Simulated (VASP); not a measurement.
BaF2, 3 atoms in the cell. Symmetry: Fm-3m, No. 225, cubic system. The conventional cell has a = 6.175 Å, b = 6.175 Å, c = 6.175 Å, α = 90.00°, β = 90.00°, γ = 90.00°. Ba (site symmetry m-3m) has 8 F at 2.67 Å within 3.5 Å. Within 3.5 Å of F (site symmetry -43m) lie 4 Ba at 2.67 Å and 6 F at 3.09 Å. 

- Program: VASP 6.6.1
- Task: relaxation of cell and atoms
- Functional: PBEsol
- Potentials or basis: VASP PAW PBE potentials, release 64 (Ba_sv, F)
- Cutoff: 600 eV
- k mesh: 8 × 8 × 8
- Occupations: gaussian, width 0.03 eV
- Spin: no spin polarisation
- Further INCAR settings: ALGO = Normal; EDIFF = 1e-07; IBRION = 2; EDIFFG = -0.005; NSW = 90; ISIF = 3

Potentials or basis: VASP PAW PBE potentials, release 64 (Ba_sv, F).

The run is started by

```console
$ cat potpaw_PBE.64/Ba_sv/POTCAR potpaw_PBE.64/F/POTCAR > POTCAR
$ mpirun -np 2 vasp_std > vasp.out
```

Hardware: 2 MPI ranks on AMD EPYC 7R43 64-Core Processor (Zen 3), with other jobs on the host.

Problem. Estimate the wall time of this run.

Solution. It took 60 s on 2 MPI ranks on AMD EPYC 7R43 64-Core Processor (Zen 3) (shared host), peak memory 0.18 GiB a rank. Counts: scf iterations 22, k points 29, ion steps 2.
